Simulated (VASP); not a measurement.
Set up this calculation in VASP 6.6.1, as the native input.

* Task: relaxation of cell and atoms
* Functional: PBE
* Potentials or basis: VASP PAW PBE potentials, release 64 (Mo_sv, Si)
* Cutoff: 600 eV
* k mesh: 10 × 10 × 8
* Occupations: fermi-dirac, width 0.08 eV
* Spin: no spin polarisation
* Target pressure: 160 GPa
* Dipole correction: no
* Further INCAR settings: ALGO = Normal; EDIFF = 1e-06; IBRION = 2; EDIFFG = -0.005; NSW = 32; ISIF = 3

The structure of Si2Mo (AlB2 type) lies in POSCAR:

```
Si2Mo
1.0
    3.7370396174      0.0000000000      0.0000000000
   -1.8685198087      3.2363712436      0.0000000000
    0.0000000000      0.0000000000      2.3469965372
Mo Si
1 2
Direct
    0.0000000000      0.0000000000      0.0000000000
    0.3333333333      0.6666666667      0.5000000000
    0.6666666667      0.3333333333      0.5000000000
```

The input as run:

INCAR

```
SYSTEM = Si2Mo
  PREC = Accurate
  ENCUT = 600
  EDIFF = 1E-6
  ISMEAR = -1
  SIGMA = 0.08
  LREAL = .FALSE.
  LASPH = .TRUE.
  NELM = 80
  ALGO = Normal
  ISIF = 3
  LWAVE = .FALSE.
  LCHARG = .FALSE.
  GGA = PE
  IBRION = 2
  NSW = 32
  EDIFFG = -0.005
  PSTRESS = 1600.0
```

KPOINTS

```
Automatic mesh
0
G
  10 10 8
  0 0 0
```

Potentials or basis: VASP PAW PBE potentials, release 64 (Mo_sv, Si).

Launch:

```bash
$ cat potpaw_PBE.64/Mo_sv/POTCAR potpaw_PBE.64/Si/POTCAR > POTCAR
$ mpirun -np 1 vasp_std > vasp.out
```

Results of the run:

```yaml
Relaxed_volume: 9.47 Å³/atom
Relaxed_cell: a = 3.737 Å, b = 3.737 Å, c = 2.349 Å, α = 90.00°, β = 90.00°, γ = 120.00°
Space_group_after_relaxing_to_0.1_Å: P6/mmm (No. 191)
Energy_change_on_relaxing_the_run_minimises_the_enthalpy: -6.3 meV/atom
Ionic_steps: 7
Pressure_after_relaxing: 160.0 GPa
Band_gap_on_the_k_mesh: zero (bands 11 and 12 overlap by 3.71 eV)
```

Caveat: the cell is relaxed towards a set pressure, so the run minimises the enthalpy, not the energy.

Wall time 54 s on 1 thread of AMD EPYC 9R45 96-Core Processor (Zen 5), with other jobs on the host, peak memory 0.15 GiB.
